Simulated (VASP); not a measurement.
Wanted: the native input for a VASP 6.6.1 run.

```
Task                   : single point
Functional             : r2SCAN
Potentials or basis    : VASP PAW PBE potentials, release 64 (Sr_sv, Al, Ge_d)
Cutoff                 : 520 eV
k mesh                 : 6 × 6 × 5
Occupations            : fermi-dirac, width 0.01 eV
Spin                   : no spin polarisation
Dipole correction      : no
Further INCAR settings : ALGO = Normal; EDIFF = 1e-07; NBANDS = 20
```

SrAlGe:

```
Sr Al Ge
1.0
     4.29652    0.00000    0.00000
    -2.14826    3.72090    0.00000
     0.00000    0.00000    4.77902
Sr Al Ge
1 1 1
Cartesian
  0.0000 0.0000 0.0000
  2.1483 1.2403 2.3895
  0.0000 2.4806 2.3895
```

One way to write it, as run:

POSCAR

```
SrAlGe
1.0
    4.2965194800      0.0000000000      0.0000000000
   -2.1482597400      3.7208950200      0.0000000000
    0.0000000000      0.0000000000      4.7790221900
Sr Al Ge
1 1 1
Direct
    0.0000000000      0.0000000000      0.0000000000
    0.6666666667      0.3333333333      0.5000000000
    0.3333333333      0.6666666667      0.5000000000
```

INCAR.step1

```
PREC = Accurate
ENCUT = 520
ISMEAR = -1
SIGMA = 0.01
LREAL = False
LASPH = True
NELM = 60
NBANDS = 20
GGA = PE
ALGO = Normal
EDIFF = 1E-4
LWAVE = True
LCHARG = False
```

INCAR.step2

```
PREC = Accurate
ENCUT = 520
EDIFF = 1E-7
ISMEAR = -1
SIGMA = 0.01
LREAL = False
LASPH = True
NELM = 60
ALGO = Normal
ISIF = 2
LWAVE = False
LCHARG = False
METAGGA = R2SCAN
LMIXTAU = True
NBANDS = 20
ISTART = 1
```

KPOINTS

```
Automatic mesh
0
Gamma
  6 6 5
```

Potentials or basis: VASP PAW PBE potentials, release 64 (Sr_sv, Al, Ge_d).

Launch:

```bash
$ cat potpaw_PBE.64/Sr_sv/POTCAR potpaw_PBE.64/Al/POTCAR potpaw_PBE.64/Ge_d/POTCAR > POTCAR
$ cp INCAR.step1 INCAR
$ mpirun -np 1 vasp_std > vasp.out
$ cp INCAR.step2 INCAR
$ mpirun -np 1 vasp_std > vasp.out
```

Results of the run:

- Pressure: -0.1 GPa

Caveat: the PAW data sets were made with another functional, which shifts forces and pressure a little.

Run time: 100 s on 1 thread of AMD EPYC 7R13 Processor (Zen 3) (shared host), peak memory 0.18 GiB.
